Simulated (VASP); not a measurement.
# FeGe (P6/mmm) in VASP: single point with PBEsol

Aim: the single point of FeGe with PBEsol.

Everything below comes from runs of VASP 6.6.1. Logs are shortened: lines on timing, memory, paths and dates and some standing lists are left out, and cuts for length are marked.

### Step 1. The cell of the first run

The structure is hexagonal, space group P6/mmm (No. 191). The conventional cell has a = 4.899 Å, b = 4.899 Å, c = 3.980 Å, α = 90.00°, β = 90.00°, γ = 120.00°. Fe (site symmetry mmm) has 6 Ge at 2.44 to 2.45 Å and 4 Fe at 2.45 Å within 3.2 Å. Within 3.2 Å of Ge (site symmetry 6/mmm) lie 6 Fe at 2.45 Å. Within 3.2 Å of Ge (site symmetry -6m2) lie 6 Fe at 2.44 Å and 3 Ge at 2.83 Å.

### Step 2. Single point, PBEsol, collinear spin, ferromagnetic start

INCAR reads:

```
PREC = Accurate ; ENCUT = 520
EDIFF = 1E-7 ; ISMEAR = 0
SIGMA = 0.1 ; LREAL = False
LASPH = True ; NELM = 150
ALGO = Normal ; ISIF = 2
LWAVE = False ; LCHARG = True
ISPIN = 2 ; MAGMOM = 1.61 1.61 1.61 0 0 0
LORBIT = 11 ; LMAXMIX = 4
GGA = PS ; LELF = True
LVHAR = True ; NBANDS = 46
```

KPOINTS reads:

```
Automatic mesh
0
Gamma
  6 6 6
```

POSCAR reads:

```
FeGe
1.0
    4.8985128118      0.0000000000      0.0000000000
   -2.4492564059      4.2422365358      0.0000000000
    0.0000000000      0.0000000000      3.9797127588
Fe Ge
3 3
Direct
    0.5000000000      0.0000000000      0.0000000000
    0.5000000000      0.5000000000      0.0000000000
    0.0000000000      0.5000000000      0.0000000000
    0.0000000000      0.0000000000      0.0000000000
    0.3333333333      0.6666666667      0.5000000000
    0.6666666667      0.3333333333      0.5000000000
```

Potentials or basis: VASP PAW PBE potentials, release 64 (Fe, Ge_d).

Run with:

```bash
$ cat potpaw_PBE.64/Fe/POTCAR potpaw_PBE.64/Ge_d/POTCAR > POTCAR
$ mpirun -np 1 vasp_std > vasp.out
```

OUTCAR:

```text
PREC = Accurate
   ENCUT = 520
   EDIFF = 1E-7
   ISMEAR = 0
   LREAL = False
   LASPH = True
   NELM = 150
   ISIF = 2
   ISPIN = 2
   LORBIT = 11
   GGA = PS

 ion  position               nearest neighbor table
   1  0.500  0.000  0.000-   5 2.44   6 2.44   5 2.44   6 2.44   4 2.45   4 2.45   2 2.45   2 2.45
                             3 2.45   3 2.45
   2  0.500  0.500  0.000-   5 2.44   6 2.44   5 2.44   6 2.44   3 2.45   3 2.45   4 2.45   1 2.45
                             1 2.45   4 2.45
   3  0.000  0.500  0.000-   5 2.44   6 2.44   5 2.44   6 2.44   2 2.45   2 2.45   4 2.45   4 2.45
                             1 2.45   1 2.45
   4  0.000  0.000  0.000-   1 2.45   1 2.45   3 2.45   3 2.45   2 2.45   2 2.45
   5  0.333  0.667  0.500-   3 2.44   3 2.44   1 2.44   1 2.44   2 2.44   2 2.44   6 2.83   6 2.83
                             6 2.83
   6  0.667  0.333  0.500-   3 2.44   3 2.44   1 2.44   1 2.44   2 2.44   2 2.44   5 2.83   5 2.83
                             5 2.83

  LATTYP: Found a hexagonal cell.
 ALAT       =     4.8985128118
 C/A-ratio  =     0.8124328570

  Lattice vectors:

 A1 = (   4.8985128118,   0.0000000000,   0.0000000000)
 A2 = (  -2.4492564059,   4.2422365358,   0.0000000000)
 A3 = (   0.0000000000,   0.0000000000,   3.9797127588)

Analysis of symmetry for initial positions (statically):
=====================================================================
 Subroutine PRICEL returns:
 Original cell was already a primitive cell.

 Routine SETGRP: Setting up the symmetry group for a
 hexagonal supercell.

 Subroutine GETGRP returns: Found 24 space group operations
 (whereof 24 operations were pure point group operations)
 out of a pool of 24 trial point group operations.

The static configuration has the point symmetry D_6h.

Analysis of symmetry for dynamics (positions and initial velocities):
=====================================================================
 Subroutine PRICEL returns:
 Original cell was already a primitive cell.

 Routine SETGRP: Setting up the symmetry group for a
 hexagonal supercell.

 Subroutine GETGRP returns: Found 24 space group operations
 (whereof 24 operations were pure point group operations)
 out of a pool of 24 trial point group operations.

The dynamic configuration has the point symmetry D_6h.

Analysis of structural, dynamic, and magnetic symmetry:
=====================================================================
 Subroutine PRICEL returns:
 Original cell was already a primitive cell.

 Routine SETGRP: Setting up the symmetry group for a
 hexagonal supercell.

 Subroutine GETGRP returns: Found 24 space group operations
 (whereof 24 operations were pure point group operations)
 out of a pool of 24 trial point group operations.

The overall configuration has the point symmetry D_6h.

 Subroutine INISYM returns: Found 24 space group operations
 (whereof 24 operations are pure point group operations),
 and found     1 'primitive' translations

----------------------------------------------------------------------------------------

                                     Primitive cell

  volume of cell :      82.7010

  direct lattice vectors                    reciprocal lattice vectors
     4.898512812  0.000000000  0.000000000     0.204143592  0.117862358  0.000000000
    -2.449256406  4.242236536  0.000000000     0.000000000  0.235724715  0.000000000
     0.000000000  0.000000000  3.979712759     0.000000000  0.000000000  0.251274416

  length of vectors
     4.898512812  4.898512812  3.979712759     0.235724715  0.235724715  0.251274416

  position of ions in fractional coordinates (direct lattice)
     0.500000000  0.000000000  0.000000000
     0.500000000  0.500000000  0.000000000
     0.000000000  0.500000000  0.000000000
     0.000000000  0.000000000  0.000000000
     0.333333333  0.666666667  0.500000000
     0.666666667  0.333333333  0.500000000

  ion indices of the primitive-cell ions
   primitive index   ion index
                 1           1
                 2           2
                 3           3
                 4           4
                 5           5
                 6           6

----------------------------------------------------------------------------------------

 KPOINTS: Automatic mesh

Automatic generation of k-mesh.
 Grid dimensions read from file:
 generate k-points for:    6    6    6

 Generating k-lattice:

  Cartesian coordinates                     Fractional coordinates (reciprocal lattice)
     0.034023932  0.019643726  0.000000000     0.166666667  0.000000000  0.000000000
     0.000000000  0.039287453  0.000000000     0.000000000  0.166666667  0.000000000
     0.000000000  0.000000000  0.041879069     0.000000000  0.000000000  0.166666667

  Length of vectors
     0.039287453  0.039287453  0.041879069

  Shift w.r.t. Gamma in fractional coordinates (k-lattice)
     0.000000000  0.000000000  0.000000000

 Subroutine IBZKPT returns following result:
 ===========================================

 Found     28 irreducible k-points:

 Following reciprocal coordinates:
            Coordinates               Weight
  0.000000  0.000000  0.000000      1.000000
  0.166667 -0.000000  0.000000      6.000000
  0.333333  0.000000  0.000000      6.000000
  0.500000  0.000000  0.000000      3.000000
  0.166667  0.166667  0.000000      6.000000
  0.333333  0.166667  0.000000     12.000000
[... 16 lines left out ...]
  0.166667 -0.000000  0.500000      6.000000
  0.333333  0.000000  0.500000      6.000000
 [... further k-points ...]
   k-points           NKPTS =     28   k-points in BZ     NKDIM =     28   number of bands    NBANDS=     46
   number of dos      NEDOS =    301   number of ions     NIONS =      6
   total plane-waves  NPLWV =  38880
   dimension x,y,z NGX =    36 NGY =   36 NGZ =   30
   dimension x,y,z NGXF=    72 NGYF=   72 NGZF=   60
   ions per type =               3   3
   NGX,Y,Z   is equivalent  to a cutoff of  12.22, 12.22, 12.53 a.u.
   NGXF,Y,Z  is equivalent  to a cutoff of  24.44, 24.44, 25.06 a.u.
 SYSTEM =  unknown system
   PREC   = accura    normal or accurate (medium, high low for compatibility)
   ISTART =      0    job   : 0-new  1-cont  2-samecut
   ICHARG =      2    charge: 1-file 2-atom 10-const
   ISPIN  =      2    spin polarized calculation?
   LNONCOLLINEAR =      F non collinear calculations
   LSORBIT =      F    spin-orbit coupling
   LASPH  =      T    aspherical Exc in radial PAW
   ENCUT  =  520.0 eV  38.22 Ry    6.18 a.u.   9.11  9.11  7.40*2*pi/ulx,y,z
   NELM   =    150;   NELMIN=  2; NELMDL= -5     # of ELM steps
   EDIFF  = 0.1E-06   stopping-criterion for ELM
   LREAL  =      F    real-space projection
   EDIFFG = 0.1E-05   stopping-criterion for IOM
   NSW    =      0    number of steps for IOM
   IBRION =     -1    ionic relax: 0-MD 1-quasi-New 2-CG
   NFREE  =      0    steps in history (QN), initial steepest desc. (CG)
   ISIF   =      2    stress and relaxation
   ISYM   =      2    0-nonsym 1-usesym 2-fastsym
   POTIM  = 0.5000    time-step for ionic-motion
   TEBEG  =    0.0;   TEEND  =   0.0 temperature during run
   PSTRESS=    0.0 pullay stress
   NELECT =      66.0000    total number of electrons
   NUPDOWN=      -1.0000    fix difference up-down
   EMIN   =  10.00;   EMAX   =-10.00  energy-range for DOS
   EFERMI =   0.00;   METHOD = LEGACY
   ISMEAR =     0;   SIGMA  =   0.10  broadening in eV -4-tet -1-fermi 0-gaus
   EFERMI_NEDOS =   21; number of points for ismear=-14 and -15
   IALGO  =     38    algorithm
   IMIX   =      4    mixing-type and parameters
     AMIX     =   0.40;   BMIX     =  1.00
     AMIX_MAG =   1.60;   BMIX_MAG =  1.00
  volume/ion in A,a.u.               =      13.78        93.02
  Fermi-wavevector in a.u.,A,eV,Ry     =   1.518515  2.869578 31.373523  2.305889
  Thomas-Fermi vector in A             =   2.627626
   LORBIT       =     11    0 simple, 1 ext, 2 COOP (PROOUT), +10 PAW based schemes
   GGA     = PS    functional components
   LHFCALC =     F    Hartree Fock is set to
   AEXX    =    0.0000 exact exchange contribution
   IVDW    =     0    specifies the selected vdW correction
   LEPSILON=     F    determine dielectric tensor
   LRPA    =     F    only Hartree local field effects (RPA)
 spin polarized calculation
 Gauss-broadening in eV      SIGMA  =   0.10
  energy-cutoff  :      520.00
  volume of cell :       82.70
 maximum number of plane-waves:      2246
   NGX = 19   NGY = 19   NGZ = 15

 number of electron      65.9999972 magnetization       3.9031101

 Free energy of the ion-electron system (eV)
  ---------------------------------------------------
  ext. energy  EPLUGINS =         0.00000000
  ---------------------------------------------------
  free energy    TOTEN  =       -42.80842529 eV

  energy without entropy =      -42.79013444  energy(sigma->0) =      -42.79927987

 E-fermi :   7.3059     XC(G=0): -12.4810

 val. band max:        7.2953339605   @ k =   0.1667   0.1667   0.1667
 cond. band min:       7.3204850130   @ k =   0.5000   0.0000   0.5000
 fundamental gap:      0.0251510525
 Fermi energy:         7.3059192192

 spin component 1

 k-point     1 :       0.0000    0.0000    0.0000
  band No.  band energies     occupation
      1     -17.5764      1.00000
      2     -17.4980      1.00000
      3     -17.4980      1.00000
      4     -17.3796      1.00000
      5     -17.3796      1.00000
      6     -17.3719      1.00000
[... 37 lines left out ...]
     44      14.0343      0.00000
     45      14.6128      0.00000

 k-point     2 :       0.1667   -0.0000    0.0000
  band No.  band energies     occupation
      1     -17.5753      1.00000
      2     -17.4980      1.00000
      3     -17.4976      1.00000
      4     -17.3825      1.00000
      5     -17.3780      1.00000
      6     -17.3774      1.00000
[... 1048 lines left out ...]
 k-point    24 :       0.3333    0.0000    0.5000
  band No.  band energies     occupation
      1     -17.5685      1.00000
      2     -17.4997      1.00000
      3     -17.4986      1.00000
      4     -17.3909      1.00000
      5     -17.3846      1.00000
      6     -17.3759      1.00000
[... 37 lines left out ...]
     44      15.7855      0.00000
     45      16.0224      0.00000

 [... further k-points ...]

 spin component 2

 k-point     1 :       0.0000    0.0000    0.0000
  band No.  band energies     occupation
      1     -17.5896      1.00000
      2     -17.5152      1.00000
      3     -17.5152      1.00000
      4     -17.3953      1.00000
      5     -17.3953      1.00000
      6     -17.3804      1.00000
[... 37 lines left out ...]
     44      14.7718      0.00000
     45      14.7931      0.00000

 k-point     2 :       0.1667   -0.0000    0.0000
  band No.  band energies     occupation
      1     -17.5886      1.00000
      2     -17.5153      1.00000
      3     -17.5148      1.00000
      4     -17.3941      1.00000
      5     -17.3938      1.00000
      6     -17.3888      1.00000
[... 1048 lines left out ...]
 k-point    24 :       0.3333    0.0000    0.5000
  band No.  band energies     occupation
      1     -17.5817      1.00000
      2     -17.5169      1.00000
      3     -17.5159      1.00000
      4     -17.3988      1.00000
      5     -17.3927      1.00000
      6     -17.3925      1.00000
[... 37 lines left out ...]
     44      16.0432      0.00000
     45      16.1242      0.00000

 [... further k-points ...]

 [bands above 45 left out]

------------------------ aborting loop because EDIFF is reached ----------------------------------------

  FORCE on cell =-STRESS in cart. coord.  units (eV):
  Direction    XX          YY          ZZ          XY          YZ          ZX
  --------------------------------------------------------------------------------------
  -------------------------------------------------------------------------------------
  Total        0.0906153      0.0906153      0.0653070      0.0000000      0.0000000     -0.0000000
  in kB        1.7555009      1.7555009      1.2652011      0.0000000      0.0000000     -0.0000000
  external PRESSURE =       1.5920676 kB  Pullay stress =       0.0000000 kB

 VOLUME and BASIS-vectors are now :
 -----------------------------------------------------------------------------
  energy-cutoff  :      520.00
  volume of cell :       82.70
      direct lattice vectors                 reciprocal lattice vectors
     4.898512812  0.000000000  0.000000000     0.204143592  0.117862358  0.000000000
    -2.449256406  4.242236536  0.000000000     0.000000000  0.235724715  0.000000000
     0.000000000  0.000000000  3.979712759     0.000000000  0.000000000  0.251274416

 POSITION                                       TOTAL-FORCE (eV/Angst)
 -----------------------------------------------------------------------------------
      2.44926      0.00000      0.00000        -0.000000      0.000000      0.000000
      1.22463      2.12112      0.00000        -0.000000      0.000000      0.000000
     -1.22463      2.12112      0.00000        -0.000000      0.000000      0.000000
      0.00000      0.00000      0.00000        -0.000000      0.000000      0.000000
     -0.00000      2.82816      1.98986        -0.000000      0.000000      0.000000
      2.44926      1.41408      1.98986         0.000000     -0.000000      0.000000
 -----------------------------------------------------------------------------------
    total drift:                                0.000000      0.000000     -0.000000

  FREE ENERGIE OF THE ION-ELECTRON SYSTEM (eV)
  ---------------------------------------------------
  free  energy   TOTEN  =       -42.8084252943 eV

  energy  without entropy=      -42.7901344384  energy(sigma->0) =      -42.79927987

 total charge

# of ion       s       p       d       tot
------------------------------------------
    1        0.459   0.615   6.470   7.544
    2        0.459   0.615   6.470   7.544
    3        0.459   0.615   6.470   7.544
    4        1.143   1.168  10.071  12.382
    5        1.121   1.237  10.100  12.458
    6        1.121   1.237  10.100  12.458
--------------------------------------------------
tot          4.761   5.487  49.682  59.930

 magnetization (x)

# of ion       s       p       d       tot
------------------------------------------
    1        0.004   0.004   1.364   1.372
    2        0.004   0.004   1.364   1.372
    3        0.004   0.004   1.364   1.372
    4       -0.004  -0.093   0.007  -0.089
    5       -0.009  -0.044   0.001  -0.051
    6       -0.009  -0.044   0.001  -0.051
--------------------------------------------------
tot         -0.010  -0.169   4.104   3.925
```

It took 3.9 min on 1 thread of AMD EPYC 7R43 (Zen 3), shared host; peak memory 0.28 GiB.

Results:

```yaml
Free_energy: -42.8084 eV
Pressure: 0.2 GPa
Net_moment: 3.90 μB per cell
Site_moments: Fe +1.37; Ge -0.09, -0.05 (each value once) μB
Valence_electrons_inside_the_program's_atomic_spheres: Fe 7.54; Ge 12.38, 12.46 (each value once)
```

Caveat: the PAW data sets were made with another functional, which shifts forces and pressure a little.
